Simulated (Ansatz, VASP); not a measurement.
One calculation of TePt, two programs

Contents of INCAR:

```
PREC = Accurate
ENCUT = 520
EDIFF = 1E-6
ISMEAR = 0
SIGMA = 0.15
LREAL = False
LASPH = True
NELM = 80
ALGO = Normal
ISIF = 2
LWAVE = False
LCHARG = False
GGA = PS
NBANDS = 24
```

File KPOINTS:

```
Automatic mesh
0
Gamma
  12 12 10
```

The input POSCAR:

```
TePt
1.0
    3.7821198268      0.0000000000      0.0000000000
   -1.8910599134      3.2754118502      0.0000000000
    0.0000000000      0.0000000000      5.0103200000
Te Pt
2 2
Direct
    0.3333333333      0.6666666667      0.2500000000
    0.6666666667      0.3333333333      0.7500000000
    0.0000000000      0.0000000000      0.0000000000
    0.0000000000      0.0000000000      0.5000000000
```

Input for Ansatz:

```yaml
crystal:
  lattice:
    - [3.7821198268, 0.0, 0.0]
    - [-1.8910599134, 3.2754118502, 0.0]
    - [0.0, 0.0, 5.01032]
  atoms:
    - { symbol: Te, position: [0.3333333333, 0.6666666667, 0.25] }
    - { symbol: Te, position: [0.6666666667, 0.3333333333, 0.75] }
    - { symbol: Pt, position: [0.0, 0.0, 0.0] }
    - { symbol: Pt, position: [0.0, 0.0, 0.5] }
basis:
  ecutwfc: 420
kpoints:
  mp_grid: { grid: [12, 12, 10] }
hamiltonian:
  xc: pbesol
scf:
  occupations: { method: gaussian, width: 0.15 }
output:
  forces: true
  stress: true
  eigenvalues: true
  write_density: true
  write_potential: true
  elf: true
  volumetric_format: npy
```

Change from the starting cell: strain -0.080 along x and y, -0.080 along z, atoms carried along.

Alike in both runs: task single point; functional PBEsol; k mesh 12 × 12 × 10; occupations gaussian, width 0.15 eV; no spin polarisation.

|  | VASP | Ansatz |
| --- | --- | --- |
| version | VASP 6.6.1 | Ansatz 0.2.0 |
| potentials or method | VASP PAW PBE potentials, release 64 (Te, Pt), cutoff 520 eV | scalar-relativistic, plane waves, PAW |
| valence electrons in the cell | 32 | 68 |

|  | VASP | Ansatz | Ansatz less VASP |
| --- | --- | --- | --- |
| gap on the k mesh at the Fermi level (eV) | none | none | - |
| pressure (GPa) | 98.2 | 97.5 | -0.66 |
| traceless stress, the component that is largest in VASP (GPa) | 3.54 | 3.52 | -0.022 |

VASP's potentials were made for PBE, not for PBEsol. A gap of «none» marks a metal or a gap that the smearing closes. Both programs put the cell under a high pressure, so it lies far from rest at this level. VASP's potentials hold 32 valence electrons a cell and Ansatz's 68, so a difference there can come from the potentials and not from the codes.

Neither program's run includes spin-orbit coupling. Noted on VASP's run: the cell as given lies far from equilibrium.
